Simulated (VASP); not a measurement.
The system is RbH3.

```
Rb H
1.0
     9.04985    0.00000    0.00000
     0.00000    2.23541    1.62742
     0.00000   -2.23541    1.62742
Rb H
1 3
Direct
  0.00000 0.91398 0.91398
  0.75261 0.61039 0.61039
  0.50000 0.86524 0.86524
  0.24739 0.61039 0.61039
```

```yaml
Program: VASP 6.6.1
Task: relaxation of cell and atoms
Functional: PBE
Potentials_or_basis: VASP PAW PBE potentials, release 64 (Rb_sv, H)
Cutoff: 600 eV
k_mesh: 2 × 6 × 6
Occupations: gaussian, width 0.1 eV
Spin: no spin polarisation
```

At the start: pressure 6.1 GPa; volume 16.46 Å³/atom.

Q: How do energy, volume and symmetry change on relaxing?

A: Over 32 steps the energy falls by 1745.2 meV/atom and the volume is 16.84 Å³/atom (+2.3 %); space group Amm2 (No. 38, to 0.1 Å) before, Cmmm (No. 65, to 0.1 Å).

Step by step:
```
step  energy change (eV)  largest force (eV/Å)  pressure (GPa)  volume (Å³)
   1              0.0000                0.9441            6.10        65.85
   2             -0.8600                0.9779            2.49        71.73
   3             -2.6675                1.3404           -1.45        87.73
   4             -3.5089                1.7993           -3.04       105.86
   5             -3.6596                2.3757           -2.80       102.60
   6             -3.4474                1.8969           -2.54        97.19
   7             -3.6176                2.1685           -2.75       100.54
   8             -4.8428                2.9706           -2.67        96.51
   9             -5.3534                2.3320            2.38        85.27
  10             -5.6616                2.9070           -1.47        91.79
  11             -5.7777                2.2768            0.11        88.73
  12             -6.1791                1.7217            1.80        87.21
  13             -6.1858                1.5984            1.66        87.42
  14             -6.5074                1.1734           -1.47        90.74
  15             -6.5609                0.6400           -0.79        89.85
  16             -6.6719                0.5183           -0.84        88.08
  17             -6.8406                0.2441           -0.73        83.11
  18             -6.8610                0.2313           -0.59        80.74
  19             -6.8793                0.3002            0.06        78.19
  20             -6.8794                0.2644            0.01        78.38
  21             -6.8991                0.1911           -0.10        76.94
  22             -6.9186                0.2850           -0.28        74.32
  23             -6.9204                0.3772           -0.34        73.32
  24             -6.9378                0.3457           -0.27        71.64
  25             -6.9693                0.2485            0.24        66.42
  26             -6.9692                0.2233            0.47        65.03
  27             -6.9698                0.2328            0.38        65.55
  28             -6.9777                0.0939            0.13        66.52
  29             -6.9794                0.0462           -0.04        67.22
  30             -6.9800                0.0609            0.05        67.25
  31             -6.9800                0.0497            0.04        67.25
  32             -6.9806                0.0272           -0.02        67.36
```

Final structure:
```
CELL_PARAMETERS angstrom
5.13723 0.00000 0.00000
0.00000 2.64924 2.47460
0.00000 -2.64924 2.47460
ATOMIC_POSITIONS crystal
Rb 0.00000 0.12926 0.12926
H 0.70445 0.62365 0.62365
H 0.50000 0.62344 0.62344
H 0.29555 0.62365 0.62365
```

Caveat: a cell axis changed by over 15 % at a fixed basis, so the end point is rough.
